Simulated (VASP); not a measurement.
A run of VASP 6.6.1:

INCAR

```
SYSTEM = SiO2
  PREC = Accurate
  ENCUT = 520
  EDIFF = 1E-7
  ISMEAR = -1
  SIGMA = 0.02
  LREAL = .FALSE.
  LASPH = .TRUE.
  NELM = 60
  ALGO = Normal
  ISIF = 2
  LWAVE = .FALSE.
  LCHARG = .TRUE.
  GGA = PE
  LELF = .TRUE.
  LVHAR = .TRUE.
  NBANDS = 25
```

The input KPOINTS:

```
Automatic mesh
0
G
  7 7 11
  0 0 0
```

The input POSCAR:

```
SiO2
1.0
    4.1667000000      0.0000000000      0.0000000000
    0.0000000000      4.1667000000      0.0000000000
    0.0000000000      0.0000000000      2.6378550000
Si O
2 4
Direct
    0.0000000000      0.0000000000      0.0000000000
    0.5000000000      0.5000000000      0.5000000000
    0.3052551835      0.3052551835      0.0000000000
    0.1947448165      0.8052551835      0.5000000000
    0.6947448165      0.6947448165      0.0000000000
    0.8052551835      0.1947448165      0.5000000000
```

Potentials or basis: VASP PAW PBE potentials, release 64 (Si, O).

Command:

```bash
$ cat potpaw_PBE.64/Si/POTCAR potpaw_PBE.64/O/POTCAR > POTCAR
$ mpirun -np 1 vasp_std > vasp.out
```

Hardware: 1 thread of Intel Xeon 8259CL, with other jobs on the host.

How long does it take, and how much memory?

Wall time 74 s on 1 thread of Intel Xeon 8259CL, on a shared host, peak memory 0.18 GiB. Counts: scf iterations 14, k points 60.
